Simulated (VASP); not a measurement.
A run of VASP 6.6.1 is set up as follows.

INCAR

```
ALGO = Normal
EDIFF = 1E-7
ENCUT = 520
GGA = PE
ISIF = 2
ISMEAR = 0
IVDW = 12
LASPH = T
LCHARG = F
LREAL = Auto
LWAVE = F
NBANDS = 42
NELM = 100
PREC = Accurate
SIGMA = 0.1
```

The input KPOINTS:

```
k-points
0
Gamma
  4 4 4
```

The input POSCAR:

```
BH8C2N
1.0
    5.8330000000      0.0000000000      0.0000000000
    2.4577894250      5.5052803872      0.0000000000
    0.9187760675      0.7327454405      6.1283386539
B H C N
2 16 4 2
Direct
    0.4865000000      0.8691000000      0.9062000000
    0.5135000000      0.1309000000      0.0938000000
    0.6610000000      0.1411000000      0.5426000000
    0.3390000000      0.8589000000      0.4574000000
    0.8446000000      0.0425000000      0.7349000000
    0.1554000000      0.9575000000      0.2651000000
    0.6813000000      0.3294000000      0.6843000000
    0.3187000000      0.6706000000      0.3157000000
    0.2331000000      0.4900000000      0.7656000000
    0.7669000000      0.5100000000      0.2344000000
    0.0953000000      0.3118000000      0.8746000000
    0.9047000000      0.6882000000      0.1254000000
    0.2124000000      0.3001000000      0.6261000000
    0.7876000000      0.6999000000      0.3739000000
    0.3276000000      0.8559000000      0.8859000000
    0.6724000000      0.1441000000      0.1141000000
    0.6315000000      0.7468000000      0.8292000000
    0.3685000000      0.2532000000      0.1708000000
    0.6831000000      0.1655000000      0.6884000000
    0.3169000000      0.8345000000      0.3116000000
    0.2338000000      0.3263000000      0.7714000000
    0.7662000000      0.6737000000      0.2286000000
    0.4762000000      0.1407000000      0.8438000000
    0.5238000000      0.8593000000      0.1562000000
```

Potentials or basis: VASP PAW PBE potentials, release 64 (B, H, C, N).

Command:

```console
$ cat potpaw_PBE.64/B/POTCAR potpaw_PBE.64/H/POTCAR potpaw_PBE.64/C/POTCAR potpaw_PBE.64/N/POTCAR > POTCAR
$ mpirun -np 1 vasp_std > vasp.out
```

(1) What does it give for the band gap on the k mesh?

(2) Estimate the largest force.

(3) Predict the dispersion energy per atom.

Answers

(1) 5.85 eV.

(2) 8.588 eV/Å.

(3) -0.055 eV.

Caveat: forces of over 1 eV/Å act on the atoms, so gaps and moduli don't describe the material at rest.
